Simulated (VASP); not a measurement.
A run of VASP 6.6.1 is set up as follows.

File INCAR:

```
SYSTEM = C
  ALGO = Normal
  EDIFF = 1E-6
  EDIFFG = -0.01
  ENCUT = 600
  GGA = PE
  IBRION = 2
  ISIF = 3
  ISMEAR = 0
  LASPH = .TRUE.
  LCHARG = .FALSE.
  LREAL = .FALSE.
  LWAVE = .FALSE.
  NELM = 60
  NSW = 100
  PREC = Accurate
  SIGMA = 0.1
```

Contents of KPOINTS:

```
k-points
0
G
  12 12 12
  0 0 0
```

POSCAR

```
C
1.0
   -2.2140210139      2.2140210139      2.2140210139
    2.2140210139     -2.2140210139      2.2140210139
    2.2140210139      2.2140210139     -2.2140210139
C
8
Direct
    0.5000000000      0.0000000000      0.2500000000
    0.2500000000      0.5000000000      0.0000000000
    0.0000000000      0.7500000000      0.5000000000
    0.7500000000      0.5000000000      0.0000000000
    0.0000000000      0.2500000000      0.5000000000
    0.5000000000      0.0000000000      0.7500000000
    0.7500000000      0.7500000000      0.7500000000
    0.2500000000      0.2500000000      0.2500000000
```

Potentials or basis: VASP PAW PBE potentials, release 64 (C).

The run is started by

```bash
$ cat potpaw_PBE.64/C/POTCAR > POTCAR
$ mpirun -np 1 vasp_std > vasp.out
```

**Question.** What does it give for the relaxed cell?

**Answer.** a = 3.832 Å, b = 3.832 Å, c = 3.832 Å, α = 109.47°, β = 109.47°, γ = 109.47°.

**Question.** What does it give for the relaxed volume?

**Answer.** 5.41 Å³/atom.

Final structure:
```yaml
crystal:
  lattice:
    - [-2.21238, 2.21238, 2.21238]
    - [2.21238, -2.21238, 2.21238]
    - [2.21238, 2.21238, -2.21238]
  atoms:
    - { symbol: C, position: [0.50000, 0.00000, 0.25000] }
    - { symbol: C, position: [0.25000, 0.50000, 0.00000] }
    - { symbol: C, position: [0.00000, 0.75000, 0.50000] }
    - { symbol: C, position: [0.75000, 0.50000, 0.00000] }
    - { symbol: C, position: [0.00000, 0.25000, 0.50000] }
    - { symbol: C, position: [0.50000, 0.00000, 0.75000] }
    - { symbol: C, position: [0.75000, 0.75000, 0.75000] }
    - { symbol: C, position: [0.25000, 0.25000, 0.25000] }
```
